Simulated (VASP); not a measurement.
# Al2Ru (Fddd) in VASP: single point with r2SCAN

Aim: the single point of Al2Ru with r2SCAN.

Program: VASP 6.6.1. These are calculated values, not measurements. Logs are shortened: lines on timing, memory, paths and dates and some standing lists are left out, and cuts for length are marked.

**1. The cell of the first run**

It takes space group Fddd (No. 70, orthorhombic). Conventional cell: a = 4.707 Å, b = 7.979 Å, c = 8.783 Å, α = 90.00°, β = 90.00°, γ = 90.00°. Al (site symmetry 2) has 5 Ru at 2.57 to 2.72 Å and 9 Al at 2.60 to 3.19 Å within 3.4 Å. Ru (site symmetry 222) has 10 Al at 2.57 to 2.72 Å and 4 Ru at 3.19 Å within 3.4 Å.

**2. Single point, r2SCAN**

Input file POSCAR:

```
Al2Ru
1.0
    0.0000000000      3.9895069955      4.3914546584
    2.3533615911      0.0000000000      4.3914546584
    2.3533615911      3.9895069955      0.0000000000
Al Ru
4 2
Direct
    0.0790459567      0.4209540433      0.0790459567
    0.4209540433      0.0790459567      0.4209540433
    0.1709540433      0.8290459567      0.1709540433
    0.8290459567      0.1709540433      0.8290459567
    0.7500000000      0.7500000000      0.7500000000
    0.5000000000      0.5000000000      0.5000000000
```

Input file INCAR.step1:

```
ALGO = Normal ; EDIFF = 1E-4
ENCUT = 520 ; GGA = PE
ISMEAR = 0 ; LASPH = T
LCHARG = F ; LREAL = F
LWAVE = T ; NBANDS = 29
NELM = 100 ; PREC = Accurate
SIGMA = 0.01
```

Input file INCAR.step2:

```
ALGO = Normal ; EDIFF = 1E-7
ENCUT = 520 ; ISIF = 2
ISMEAR = 0 ; ISTART = 1
LASPH = T ; LCHARG = T
LELF = T ; LMIXTAU = T
LREAL = F ; LVHAR = T
LWAVE = F ; METAGGA = R2SCAN
NBANDS = 29 ; NELM = 100
PREC = Accurate ; SIGMA = 0.01
```

Input file KPOINTS:

```
k-points
0
Gamma
  10 10 10
```

Potentials or basis: VASP PAW PBE potentials, release 64 (Al, Ru_pv).

Command:

```console
cat potpaw_PBE.64/Al/POTCAR potpaw_PBE.64/Ru_pv/POTCAR > POTCAR
cp INCAR.step1 INCAR
mpirun -np 1 vasp_std > vasp.out
cp INCAR.step2 INCAR
mpirun -np 1 vasp_std > vasp.out
```

OUTCAR:

```text
EDIFF = 1E-7
   ENCUT = 520
   ISIF = 2
   ISMEAR = 0
   ISTART = 1
   LASPH = T
   LREAL = F
   METAGGA = R2SCAN
   NELM = 100
   PREC = Accurate

 ion  position               nearest neighbor table
   1  0.079  0.421  0.079-   6 2.57   6 2.57   3 2.60   3 2.60   5 2.63   2 2.67   2 2.67   5 2.72
                             5 2.72   2 2.73   4 3.19   4 3.19   4 3.19   4 3.19
   2  0.421  0.079  0.421-   6 2.57   6 2.57   4 2.60   4 2.60   5 2.63   1 2.67   1 2.67   5 2.72
                             5 2.72   1 2.73   3 3.19   3 3.19   3 3.19   3 3.19
   3  0.171  0.829  0.171-   5 2.57   5 2.57   1 2.60   1 2.60   6 2.63   4 2.67   4 2.67   6 2.72
                             6 2.72   4 2.73   2 3.19   2 3.19   2 3.19   2 3.19
   4  0.829  0.171  0.829-   5 2.57   5 2.57   2 2.60   2 2.60   6 2.63   3 2.67   3 2.67   6 2.72
                             6 2.72   3 2.73   1 3.19   1 3.19   1 3.19   1 3.19
   5  0.750  0.750  0.750-   4 2.57   3 2.57   4 2.57   3 2.57   1 2.63   2 2.63   2 2.72   2 2.72
                             1 2.72   1 2.72   6 3.19   6 3.19   6 3.19   6 3.19
   6  0.500  0.500  0.500-   1 2.57   2 2.57   1 2.57   2 2.57   3 2.63   4 2.63   3 2.72   3 2.72
                             4 2.72   4 2.72   5 3.19   5 3.19   5 3.19   5 3.19

  LATTYP: Found a face centered orthorhombic cell.
 ALAT       =     4.7067231822
 B/A-ratio  =     1.6952375744
 C/A-ratio  =     1.8660348138

  Lattice vectors:

 A1 = (   0.0000000000,   3.9895069955,   4.3914546584)
 A2 = (   2.3533615911,   0.0000000000,   4.3914546584)
 A3 = (   2.3533615911,   3.9895069955,   0.0000000000)

Analysis of symmetry for initial positions (statically):
=====================================================================
 Subroutine PRICEL returns:
 Original cell was already a primitive cell.

 Routine SETGRP: Setting up the symmetry group for a
 face centered orthorhombic supercell.

 Subroutine GETGRP returns: Found  8 space group operations
 (whereof  4 operations were pure point group operations)
 out of a pool of  8 trial point group operations.

The static configuration has the point symmetry D_2 .
 The point group associated with its full space group is D_2h.

Analysis of symmetry for dynamics (positions and initial velocities):
=====================================================================
 Subroutine PRICEL returns:
 Original cell was already a primitive cell.

 Routine SETGRP: Setting up the symmetry group for a
 face centered orthorhombic supercell.

 Subroutine GETGRP returns: Found  8 space group operations
 (whereof  4 operations were pure point group operations)
 out of a pool of  8 trial point group operations.

The dynamic configuration has the point symmetry D_2 .
 The point group associated with its full space group is D_2h.

 Subroutine INISYM returns: Found  8 space group operations
 (whereof  4 operations are pure point group operations),
 and found     1 'primitive' translations

----------------------------------------------------------------------------------------

                                     Primitive cell

  volume of cell :      82.4606

  direct lattice vectors                    reciprocal lattice vectors
     0.000000000  3.989506996  4.391454658    -0.212462038  0.125328769  0.113857489
     2.353361591  0.000000000  4.391454658     0.212462038 -0.125328769  0.113857489
     2.353361591  3.989506996  0.000000000     0.212462038  0.125328769 -0.113857489

  length of vectors
     5.933046442  4.982287105  4.631897759     0.271681699  0.271681699  0.271681699

  position of ions in fractional coordinates (direct lattice)
     0.079045957  0.420954043  0.079045957
     0.420954043  0.079045957  0.420954043
     0.170954043  0.829045957  0.170954043
     0.829045957  0.170954043  0.829045957
     0.750000000  0.750000000  0.750000000
     0.500000000  0.500000000  0.500000000

  ion indices of the primitive-cell ions
   primitive index   ion index
                 1           1
                 2           2
                 3           3
                 4           4
                 5           5
                 6           6

----------------------------------------------------------------------------------------

 KPOINTS: k-points

Automatic generation of k-mesh.
 Grid dimensions read from file:
 generate k-points for:   10   10   10

 Generating k-lattice:

  Cartesian coordinates                     Fractional coordinates (reciprocal lattice)
    -0.021246204  0.012532877  0.011385749     0.100000000 -0.000000000 -0.000000000
     0.021246204 -0.012532877  0.011385749    -0.000000000  0.100000000  0.000000000
     0.021246204  0.012532877 -0.011385749     0.000000000  0.000000000  0.100000000

  Length of vectors
     0.027168170  0.027168170  0.027168170

  Shift w.r.t. Gamma in fractional coordinates (k-lattice)
     0.000000000  0.000000000  0.000000000

 Subroutine IBZKPT returns following result:
 ===========================================

 Found    171 irreducible k-points:

 Following reciprocal coordinates:
            Coordinates               Weight
  0.000000  0.000000  0.000000      1.000000
  0.100000  0.000000  0.000000      8.000000
  0.200000  0.000000  0.000000      8.000000
  0.300000  0.000000  0.000000      8.000000
  0.400000  0.000000  0.000000      8.000000
  0.500000  0.000000  0.000000      4.000000
[... 16 lines left out ...]
  0.300000  0.300000  0.000000      2.000000
  0.400000  0.300000 -0.000000      8.000000
 [... further k-points ...]
   k-points           NKPTS =    171   k-points in BZ     NKDIM =    171   number of bands    NBANDS=     29
   number of dos      NEDOS =    301   number of ions     NIONS =      6
   total plane-waves  NPLWV =  69120
   dimension x,y,z NGX =    48 NGY =   40 NGZ =   36
   dimension x,y,z NGXF=    96 NGYF=   80 NGZF=   72
   ions per type =               4   2
   NGX,Y,Z   is equivalent  to a cutoff of  13.45, 13.35, 12.92 a.u.
   NGXF,Y,Z  is equivalent  to a cutoff of  26.90, 26.69, 25.84 a.u.
 SYSTEM =  unknown system
   PREC   = accura    normal or accurate (medium, high low for compatibility)
   ISTART =      1    job   : 0-new  1-cont  2-samecut
   ICHARG =      0    charge: 1-file 2-atom 10-const
   ISPIN  =      1    spin polarized calculation?
   LNONCOLLINEAR =      F non collinear calculations
   LSORBIT =      F    spin-orbit coupling
   LASPH  =      T    aspherical Exc in radial PAW
   ENCUT  =  520.0 eV  38.22 Ry    6.18 a.u.  11.03  9.26  8.61*2*pi/ulx,y,z
   NELM   =    100;   NELMIN=  2; NELMDL=  0     # of ELM steps
   EDIFF  = 0.1E-06   stopping-criterion for ELM
   LREAL  =      F    real-space projection
   EDIFFG = 0.1E-05   stopping-criterion for IOM
   NSW    =      0    number of steps for IOM
   IBRION =     -1    ionic relax: 0-MD 1-quasi-New 2-CG
   NFREE  =      0    steps in history (QN), initial steepest desc. (CG)
   ISIF   =      2    stress and relaxation
   ISYM   =      2    0-nonsym 1-usesym 2-fastsym
   POTIM  = 0.5000    time-step for ionic-motion
   TEBEG  =    0.0;   TEEND  =   0.0 temperature during run
   PSTRESS=    0.0 pullay stress
   NELECT =      40.0000    total number of electrons
   NUPDOWN=      -1.0000    fix difference up-down
   EMIN   =  10.00;   EMAX   =-10.00  energy-range for DOS
   EFERMI =   0.00;   METHOD = LEGACY
   ISMEAR =     0;   SIGMA  =   0.01  broadening in eV -4-tet -1-fermi 0-gaus
   EFERMI_NEDOS =   21; number of points for ismear=-14 and -15
   IALGO  =     38    algorithm
   IMIX   =      4    mixing-type and parameters
     AMIX     =   0.40;   BMIX     =  1.00
     AMIX_MAG =   1.60;   BMIX_MAG =  1.00
  volume/ion in A,a.u.               =      13.74        92.75
  Fermi-wavevector in a.u.,A,eV,Ry     =   1.286311  2.430776 22.512154  1.654597
  Thomas-Fermi vector in A             =   2.418393
   LORBIT       =      0    0 simple, 1 ext, 2 COOP (PROOUT), +10 PAW based schemes
   METAGGA = R2SCAN    functional components
   LHFCALC =     F    Hartree Fock is set to
   AEXX    =    0.0000 exact exchange contribution
   IVDW    =     0    specifies the selected vdW correction
   LEPSILON=     F    determine dielectric tensor
   LRPA    =     F    only Hartree local field effects (RPA)
 non-spin polarized calculation
 Gauss-broadening in eV      SIGMA  =   0.01
  energy-cutoff  :      520.00
  volume of cell :       82.46
 maximum number of plane-waves:      2240
 NGX is ok and might be reduce to    48
   NGX = 23   NGY = 19   NGZ = 17

 number of electron      40.0000001 magnetization

 Free energy of the ion-electron system (eV)
  ---------------------------------------------------
  ext. energy  EPLUGINS =         0.00000000
  ---------------------------------------------------
  free energy    TOTEN  =       -82.46839243 eV

  energy without entropy =      -82.46839243  energy(sigma->0) =      -82.46839243

 E-fermi :  10.7031     XC(G=0): -12.8413

 val. band max:       10.6142043865   @ k =   0.0000   0.0000   0.0000
 cond. band min:      10.7959666581   @ k =   0.0000   0.3000   0.3000
 fundamental gap:      0.1817622715
 Fermi energy:        10.7031149221

 k-point     1 :       0.0000    0.0000    0.0000
  band No.  band energies     occupation
      1     -33.4877      2.00000
      2     -33.4023      2.00000
      3     -33.3935      2.00000
      4     -33.3367      2.00000
      5     -33.3286      2.00000
      6     -33.3248      2.00000
[... 21 lines left out ...]
     28      14.8775      0.00000
     29      15.6722      0.00000

 k-point     2 :       0.1000    0.0000    0.0000
  band No.  band energies     occupation
      1     -33.4866      2.00000
      2     -33.4069      2.00000
      3     -33.3901      2.00000
      4     -33.3382      2.00000
      5     -33.3276      2.00000
      6     -33.3247      2.00000
[... 696 lines left out ...]
 k-point    24 :       0.4000    0.3000   -0.0000
  band No.  band energies     occupation
      1     -33.4637      2.00000
      2     -33.4229      2.00000
      3     -33.3899      2.00000
      4     -33.3660      2.00000
      5     -33.3188      2.00000
      6     -33.3154      2.00000
[... 21 lines left out ...]
     28      15.8644      0.00000
     29      17.0057      0.00000

 [... further k-points ...]

------------------------ aborting loop because EDIFF is reached ----------------------------------------

  FORCE on cell =-STRESS in cart. coord.  units (eV):
  Direction    XX          YY          ZZ          XY          YZ          ZX
  --------------------------------------------------------------------------------------
  -------------------------------------------------------------------------------------
  Total       -0.0898407     -0.0527935     -0.0424521      0.0000000      0.0000000      0.0000000
  in kB       -1.7455701     -1.0257575     -0.8248285      0.0000000      0.0000000      0.0000000
  external PRESSURE =      -1.1987187 kB  Pullay stress =       0.0000000 kB

 VOLUME and BASIS-vectors are now :
 -----------------------------------------------------------------------------
  energy-cutoff  :      520.00
  volume of cell :       82.46
      direct lattice vectors                 reciprocal lattice vectors
     0.000000000  3.989506996  4.391454658    -0.212462038  0.125328769  0.113857489
     2.353361591  0.000000000  4.391454658     0.212462038 -0.125328769  0.113857489
     2.353361591  3.989506996  0.000000000     0.212462038  0.125328769 -0.113857489

 POSITION                                       TOTAL-FORCE (eV/Angst)
 -----------------------------------------------------------------------------------
      1.17668      0.63071      2.19573         0.000000      0.004658      0.000000
      1.17668      3.35880      2.19573         0.000000     -0.004658      0.000000
      2.35336      1.36404      4.39145         0.000000     -0.004658     -0.000000
      2.35336      6.61497      4.39145         0.000000      0.004658     -0.000000
      3.53004      5.98426      6.58718        -0.000000      0.000000     -0.000000
      2.35336      3.98951      4.39145         0.000000      0.000000      0.000000
 -----------------------------------------------------------------------------------
    total drift:                               -0.000000     -0.000000     -0.000000

  FREE ENERGIE OF THE ION-ELECTRON SYSTEM (eV)
  ---------------------------------------------------
  free  energy   TOTEN  =       -82.4683924271 eV

  energy  without entropy=      -82.4683924271  energy(sigma->0) =      -82.46839243
```

It took 17 min on 1 thread of Intel Xeon 6975P-C (Granite Rapids), shared host; peak memory 0.5 GiB.

Results:

```yaml
Free_energy: -82.4684 eV
Pressure: -0.1 GPa
Largest_force: 0.005 eV/Å
```

Forces in eV/Å, atoms in the order of the input:
```
Al   0.000  0.005  0.000
Al   0.000 -0.005  0.000
Al   0.000 -0.005  0.000
Al   0.000  0.005  0.000
Ru   0.000  0.000  0.000
Ru   0.000  0.000  0.000
```

Levels at points of the mesh, in eV from the Fermi level:
```
           k point  band 17  band 18  band 19  band 20  band 21  band 22  band 23  band 24
(0.00, 0.00, 0.00)    -2.19    -1.43    -1.31    -0.09     1.75     2.28     2.43     2.64
(0.50, 0.00, 0.00)    -2.35    -2.30    -1.27    -1.04     0.32     0.72     1.96     3.44
(0.50, 0.50, 0.00)    -1.74    -1.74    -1.46    -1.46     2.27     2.27     2.59     2.59
(0.50, 0.00, 0.50)    -2.52    -2.52    -1.61    -1.61     1.79     1.79     2.56     2.56
(0.00, 0.50, 0.50)    -2.70    -2.70    -1.39    -1.39     0.34     0.34     4.80     4.80
```

Caveat: the PAW data sets were made with another functional, which shifts forces and pressure a little.
